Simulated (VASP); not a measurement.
# ZnO (P6_3mc) in VASP: further runs

ZnO is run at these levels: LDA; tasks: single point.

Everything below comes from runs of VASP 6.6.1. Logs are shortened: lines on timing, memory, paths and dates and some standing lists are left out, and cuts for length are marked.

**1. The cell of the first run**

It takes space group P6_3mc (No. 186, hexagonal). The conventional cell has a = 3.250 Å, b = 3.250 Å, c = 5.207 Å, α = 90.00°, β = 90.00°, γ = 120.00°. Within 2.6 Å of Zn (site symmetry 3m) lie 4 O at 1.96 to 2.03 Å. Within 2.6 Å of O (site symmetry 3m) lie 4 Zn at 1.96 to 2.03 Å.

**2. Single point, LDA**

Input file INCAR:

```
SYSTEM = ZnO
ALGO = Normal
EDIFF = 1E-7
ENCUT = 520
GGA = CA
ISIF = 2
ISMEAR = 0
LASPH = .True.
LCHARG = .False.
LREAL = .False.
LWAVE = .False.
NBANDS = 26
NELM = 100
PREC = Accurate
SIGMA = 0.01
```

Input file KPOINTS:

```
k-points
0
Gamma
  9 9 6
  0 0 0
```

Input file POSCAR:

```
ZnO
1.0
    3.2498000000      0.0000000000      0.0000000000
   -1.6249000000      2.8144093572      0.0000000000
    0.0000000000      0.0000000000      5.2066000000
Zn O
2 2
Direct
    0.3333333333      0.6666666667      0.0000000000
    0.6666666667      0.3333333333      0.5000000000
    0.3333333333      0.6666666667      0.3900000000
    0.6666666667      0.3333333333      0.8900000000
```

Potentials or basis: VASP PAW LDA potentials, release 64 (Zn, O).

On the command line:

```
$ cat potpaw_LDA.64/Zn/POTCAR potpaw_LDA.64/O/POTCAR > POTCAR
$ mpirun -np 1 vasp_std > vasp.out
```

OUTCAR:

```text
SYSTEM = ZnO
   EDIFF = 1E-7
   ENCUT = 520
   GGA = CA
   ISIF = 2
   ISMEAR = 0
   LASPH = .True.
   LREAL = .False.
   NELM = 100
   PREC = Accurate

 ion  position               nearest neighbor table
   1  0.333  0.667  0.000-   4 1.96   4 1.96   4 1.96   3 2.03
   2  0.667  0.333  0.500-   3 1.96   3 1.96   3 1.96   4 2.03
   3  0.333  0.667  0.390-   2 1.96   2 1.96   2 1.96   1 2.03
   4  0.667  0.333  0.890-   1 1.96   1 1.96   1 1.96   2 2.03

  LATTYP: Found a hexagonal cell.
 ALAT       =     3.2498000000
 C/A-ratio  =     1.6021293618

  Lattice vectors:

 A1 = (   3.2498000000,   0.0000000000,   0.0000000000)
 A2 = (  -1.6249000000,   2.8144093572,   0.0000000000)
 A3 = (   0.0000000000,   0.0000000000,   5.2066000000)

Analysis of symmetry for initial positions (statically):
=====================================================================
 Subroutine PRICEL returns:
 Original cell was already a primitive cell.

 Routine SETGRP: Setting up the symmetry group for a
 hexagonal supercell.

 Subroutine GETGRP returns: Found 12 space group operations
 (whereof  6 operations were pure point group operations)
 out of a pool of 24 trial point group operations.

The static configuration has the point symmetry C_3v.
 The point group associated with its full space group is C_6v.

Analysis of symmetry for dynamics (positions and initial velocities):
=====================================================================
 Subroutine PRICEL returns:
 Original cell was already a primitive cell.

 Routine SETGRP: Setting up the symmetry group for a
 hexagonal supercell.

 Subroutine GETGRP returns: Found 12 space group operations
 (whereof  6 operations were pure point group operations)
 out of a pool of 24 trial point group operations.

The dynamic configuration has the point symmetry C_3v.
 The point group associated with its full space group is C_6v.

 Subroutine INISYM returns: Found 12 space group operations
 (whereof  6 operations are pure point group operations),
 and found     1 'primitive' translations

----------------------------------------------------------------------------------------

                                     Primitive cell

  volume of cell :      47.6210

  direct lattice vectors                    reciprocal lattice vectors
     3.249800000  0.000000000  0.000000000     0.307711244  0.177657169  0.000000000
    -1.624900000  2.814409357  0.000000000     0.000000000  0.355314339  0.000000000
     0.000000000  0.000000000  5.206600000     0.000000000  0.000000000  0.192063919

  length of vectors
     3.249800000  3.249800000  5.206600000     0.355314339  0.355314339  0.192063919

  position of ions in fractional coordinates (direct lattice)
     0.333333333  0.666666667  0.000000000
     0.666666667  0.333333333  0.500000000
     0.333333333  0.666666667  0.390000000
     0.666666667  0.333333333  0.890000000

  ion indices of the primitive-cell ions
   primitive index   ion index
                 1           1
                 2           2
                 3           3
                 4           4

----------------------------------------------------------------------------------------

 KPOINTS: k-points

Automatic generation of k-mesh.
 Grid dimensions read from file:
 generate k-points for:    9    9    6

 Generating k-lattice:

  Cartesian coordinates                     Fractional coordinates (reciprocal lattice)
     0.034190138  0.019739685  0.000000000     0.111111111  0.000000000  0.000000000
     0.000000000  0.039479371  0.000000000     0.000000000  0.111111111  0.000000000
     0.000000000  0.000000000  0.032010653     0.000000000  0.000000000  0.166666667

  Length of vectors
     0.039479371  0.039479371  0.032010653

  Shift w.r.t. Gamma in fractional coordinates (k-lattice)
     0.000000000  0.000000000  0.000000000

 Subroutine IBZKPT returns following result:
 ===========================================

 Found     48 irreducible k-points:

 Following reciprocal coordinates:
            Coordinates               Weight
  0.000000  0.000000  0.000000      1.000000
  0.111111  0.000000  0.000000      6.000000
  0.222222  0.000000  0.000000      6.000000
  0.333333  0.000000  0.000000      6.000000
  0.444444  0.000000  0.000000      6.000000
  0.111111  0.111111  0.000000      6.000000
[... 16 lines left out ...]
  0.333333  0.222222  0.166667     24.000000
  0.333333  0.333333  0.166667      4.000000
 [... further k-points ...]
   k-points           NKPTS =     48   k-points in BZ     NKDIM =     48   number of bands    NBANDS=     26
   number of dos      NEDOS =    301   number of ions     NIONS =      4
   total plane-waves  NPLWV =  23040
   dimension x,y,z NGX =    24 NGY =   24 NGZ =   40
   dimension x,y,z NGXF=    48 NGYF=   48 NGZF=   80
   ions per type =               2   2
   NGX,Y,Z   is equivalent  to a cutoff of  12.28, 12.28, 12.77 a.u.
   NGXF,Y,Z  is equivalent  to a cutoff of  24.55, 24.55, 25.54 a.u.
 SYSTEM =  ZnO
   PREC   = accura    normal or accurate (medium, high low for compatibility)
   ISTART =      0    job   : 0-new  1-cont  2-samecut
   ICHARG =      2    charge: 1-file 2-atom 10-const
   ISPIN  =      1    spin polarized calculation?
   LNONCOLLINEAR =      F non collinear calculations
   LSORBIT =      F    spin-orbit coupling
   LASPH  =      T    aspherical Exc in radial PAW
   ENCUT  =  520.0 eV  38.22 Ry    6.18 a.u.   6.04  6.04  9.68*2*pi/ulx,y,z
   NELM   =    100;   NELMIN=  2; NELMDL= -5     # of ELM steps
   EDIFF  = 0.1E-06   stopping-criterion for ELM
   LREAL  =      F    real-space projection
   EDIFFG = 0.1E-05   stopping-criterion for IOM
   NSW    =      0    number of steps for IOM
   IBRION =     -1    ionic relax: 0-MD 1-quasi-New 2-CG
   NFREE  =      0    steps in history (QN), initial steepest desc. (CG)
   ISIF   =      2    stress and relaxation
   ISYM   =      2    0-nonsym 1-usesym 2-fastsym
   POTIM  = 0.5000    time-step for ionic-motion
   TEBEG  =    0.0;   TEEND  =   0.0 temperature during run
   PSTRESS=    0.0 pullay stress
   NELECT =      36.0000    total number of electrons
   NUPDOWN=      -1.0000    fix difference up-down
   EMIN   =  10.00;   EMAX   =-10.00  energy-range for DOS
   EFERMI =   0.00;   METHOD = LEGACY
   ISMEAR =     0;   SIGMA  =   0.01  broadening in eV -4-tet -1-fermi 0-gaus
   EFERMI_NEDOS =   21; number of points for ismear=-14 and -15
   IALGO  =     38    algorithm
   IMIX   =      4    mixing-type and parameters
     AMIX     =   0.40;   BMIX     =  1.00
     AMIX_MAG =   1.60;   BMIX_MAG =  1.00
  volume/ion in A,a.u.               =      11.91        80.34
  Fermi-wavevector in a.u.,A,eV,Ry     =   1.491339  2.818222 30.260597  2.224091
  Thomas-Fermi vector in A             =   2.604006
   LORBIT       =      0    0 simple, 1 ext, 2 COOP (PROOUT), +10 PAW based schemes
   GGA     = CA    functional components
   LHFCALC =     F    Hartree Fock is set to
   AEXX    =    0.0000 exact exchange contribution
   IVDW    =     0    specifies the selected vdW correction
   LEPSILON=     F    determine dielectric tensor
   LRPA    =     F    only Hartree local field effects (RPA)
 non-spin polarized calculation
 Gauss-broadening in eV      SIGMA  =   0.01
  energy-cutoff  :      520.00
  volume of cell :       47.62
 maximum number of plane-waves:      1302
   NGX = 13   NGY = 13   NGZ = 19

 number of electron      36.0000018 magnetization

 Free energy of the ion-electron system (eV)
  ---------------------------------------------------
  ext. energy  EPLUGINS =         0.00000000
  ---------------------------------------------------
  free energy    TOTEN  =       -21.10853967 eV

  energy without entropy =      -21.10853967  energy(sigma->0) =      -21.10853967

 E-fermi :   0.9929     XC(G=0): -11.4603

 val. band max:        0.8874321133   @ k =   0.0000   0.0000   0.0000
 cond. band min:       1.6317353089   @ k =   0.0000   0.0000   0.0000
 fundamental gap:      0.7443031957
 Fermi energy:         0.9929476535

 k-point     1 :       0.0000    0.0000    0.0000
  band No.  band energies     occupation
      1     -16.9259      2.00000
      2     -16.1606      2.00000
      3      -4.9469      2.00000
      4      -4.9469      2.00000
      5      -4.7971      2.00000
      6      -4.7971      2.00000
[... 18 lines left out ...]
     25      14.7529      0.00000
     26      14.7529      0.00000

 k-point     2 :       0.1111    0.0000    0.0000
  band No.  band energies     occupation
      1     -16.8544      2.00000
      2     -16.1284      2.00000
      3      -5.0181      2.00000
      4      -4.9010      2.00000
      5      -4.8088      2.00000
      6      -4.7387      2.00000
[... 18 lines left out ...]
     25      14.8343      0.00000
     26      14.9397      0.00000

 k-point     3 :       0.2222    0.0000    0.0000
  band No.  band energies     occupation
      1     -16.6631      2.00000
      2     -16.0510      2.00000
      3      -5.1605      2.00000
      4      -4.8429      2.00000
      5      -4.7889      2.00000
      6      -4.5852      2.00000
[... 18 lines left out ...]
     25      14.0354      0.00000
     26      15.0302      0.00000

 k-point     4 :       0.3333    0.0000    0.0000
  band No.  band energies     occupation
      1     -16.4194      2.00000
      2     -15.9789      2.00000
      3      -5.2306      2.00000
      4      -4.8886      2.00000
      5      -4.6792      2.00000
      6      -4.4280      2.00000
[... 18 lines left out ...]
     25      14.2566      0.00000
     26      14.8292      0.00000

 k-point     5 :       0.4444    0.0000    0.0000
  band No.  band energies     occupation
      1     -16.2273      2.00000
      2     -15.9585      2.00000
      3      -5.1626      2.00000
      4      -4.9615      2.00000
      5      -4.6236      2.00000
      6      -4.2752      2.00000
[... 18 lines left out ...]
     25      14.1615      0.00000
     26      14.9148      0.00000

 k-point     6 :       0.1111    0.1111    0.0000
  band No.  band energies     occupation
      1     -16.7228      2.00000
      2     -16.0736      2.00000
      3      -5.0972      2.00000
      4      -4.8740      2.00000
      5      -4.7968      2.00000
      6      -4.6871      2.00000
[... 427 lines left out ...]
 k-point    21 :       0.4444    0.1111    0.1667
  band No.  band energies     occupation
      1     -16.1530      2.00000
      2     -15.9726      2.00000
      3      -5.1090      2.00000
      4      -4.9571      2.00000
      5      -4.6200      2.00000
      6      -4.3424      2.00000
[... 18 lines left out ...]
     25      13.4844      0.00000
     26      14.6409      0.00000

 k-point    22 :       0.2222    0.2222    0.1667
  band No.  band energies     occupation
      1     -16.2767      2.00000
      2     -15.9790      2.00000
      3      -5.0552      2.00000
      4      -4.9440      2.00000
      5      -4.5736      2.00000
      6      -4.5697      2.00000
[... 18 lines left out ...]
     25      12.5963      0.00000
     26      15.7981      0.00000

 k-point    23 :       0.3333    0.2222    0.1667
  band No.  band energies     occupation
      1     -16.1194      2.00000
      2     -15.9727      2.00000
      3      -4.9552      2.00000
      4      -4.7751      2.00000
      5      -4.6046      2.00000
      6      -4.4274      2.00000
[... 18 lines left out ...]
     25      13.3234      0.00000
     26      14.8742      0.00000

 k-point    24 :       0.3333    0.3333    0.1667
  band No.  band energies     occupation
      1     -16.0183      2.00000
      2     -16.0183      2.00000
      3      -4.8628      2.00000
      4      -4.6290      2.00000
      5      -4.6290      2.00000
      6      -4.3175      2.00000
[... 18 lines left out ...]
     25      14.0183      0.00000
     26      15.0768      0.00000

 [... further k-points ...]
[... 5 lines left out ...]
  --------------------------------------------------------------------------------------
  -------------------------------------------------------------------------------------
  Total       -1.5620786     -1.5620786     -2.2378639      0.0000000      0.0000000      0.0000000
  in kB      -52.5551585    -52.5551585    -75.2915333      0.0000000      0.0000000      0.0000000
  external PRESSURE =     -60.1339501 kB  Pullay stress =       0.0000000 kB

 VOLUME and BASIS-vectors are now :
 -----------------------------------------------------------------------------
  energy-cutoff  :      520.00
  volume of cell :       47.62
      direct lattice vectors                 reciprocal lattice vectors
     3.249800000  0.000000000  0.000000000     0.307711244  0.177657169  0.000000000
    -1.624900000  2.814409357  0.000000000     0.000000000  0.355314339  0.000000000
     0.000000000  0.000000000  5.206600000     0.000000000  0.000000000  0.192063919

 POSITION                                       TOTAL-FORCE (eV/Angst)
 -----------------------------------------------------------------------------------
     -0.00000      1.87627      0.00000        -0.000000      0.000000      0.251129
      1.62490      0.93814      2.60330        -0.000000     -0.000000      0.251129
     -0.00000      1.87627      2.03057         0.000000      0.000000     -0.251129
      1.62490      0.93814      4.63387        -0.000000     -0.000000     -0.251129
 -----------------------------------------------------------------------------------
    total drift:                                0.000000      0.000001     -0.000227

  FREE ENERGIE OF THE ION-ELECTRON SYSTEM (eV)
  ---------------------------------------------------
  free  energy   TOTEN  =       -21.1085396708 eV

  energy  without entropy=      -21.1085396708  energy(sigma->0) =      -21.10853967
```

It took 2.3 min on 1 thread of AMD EPYC 7R13, shared host; peak memory 0.14 GiB.

Results:

- Free energy: -21.1085 eV
- Pressure: -6.0 GPa
- Largest force: 0.251 eV/Å
- Band gap on the k mesh: 0.74 eV, direct

Forces in eV/Å, atoms in the order of the input:
```
Zn   0.000  0.000  0.251
Zn   0.000  0.000  0.251
O    0.000  0.000 -0.251
O    0.000  0.000 -0.251
```

Stress tensor (GPa, compression positive):
```
-5.26  0.00  0.00
 0.00 -5.26  0.00
 0.00  0.00 -7.53
```

LDA gaps usually lie below the measured ones, often by a third to a half.

**3. Single point, LDA**

Input file INCAR:

```
SYSTEM = ZnO
  PREC = Accurate
  ENCUT = 520
  EDIFF = 1E-6
  ISMEAR = 0
  SIGMA = 0.01
  LREAL = .FALSE.
  LASPH = .TRUE.
  NELM = 60
  ALGO = Normal
  ISIF = 2
  LWAVE = .FALSE.
  LCHARG = .FALSE.
  GGA = CA
  NBANDS = 26
```

Input file KPOINTS:

```
regular mesh
0
G
  9 9 6
  0 0 0
```

POSCAR: that of step 2 with these lines changed.

```diff
@@ -10,3 +10,3 @@
     0.6666666667      0.3333333333      0.5000000000
-    0.3333333333      0.6666666667      0.3900000000
-    0.6666666667      0.3333333333      0.8900000000
+    0.3333333333      0.6666666667      0.3997100000
+    0.6666666667      0.3333333333      0.8997100000
```

Potentials or basis: VASP PAW LDA potentials, release 64 (Zn, O).

On the command line:

```
$ cat potpaw_LDA.64/Zn/POTCAR potpaw_LDA.64/O/POTCAR > POTCAR
$ mpirun -np 1 vasp_std > vasp.out
```

Wall time 1.9 min (1 thread of AMD EPYC 7R13, shared host); peak memory 0.14 GiB.

It converged, with:

| Item | Value |
| --- | --- |
| Free energy | -21.0736 eV |
| Pressure | -5.6 GPa |
| Largest force | 0.428 eV/Å |
| Band gap on the k mesh | 0.76 eV, direct |

Forces on the atoms (eV/Å):
```
Zn   0.000  0.000  0.428
Zn   0.000  0.000  0.428
O    0.000  0.000 -0.428
O    0.000  0.000 -0.428
```

Stress tensor (GPa, compression positive):
```
-3.96  0.00  0.00
 0.00 -3.96  0.00
 0.00  0.00 -8.91
```

Levels at points of the mesh, in eV from the valence-band top:
| k point | band 16 | band 17 | band 18 | band 19 | band 20 | band 21 |
| --- | --- | --- | --- | --- | --- | --- |
| (0.00, 0.00, 0.00) | -0.26 | 0.00 | 0.00 | 0.76 | 4.96 | 8.01 |
| (0.00, 0.00, 0.50) | -0.33 | -0.33 | -0.33 | 3.37 | 3.37 | 9.74 |
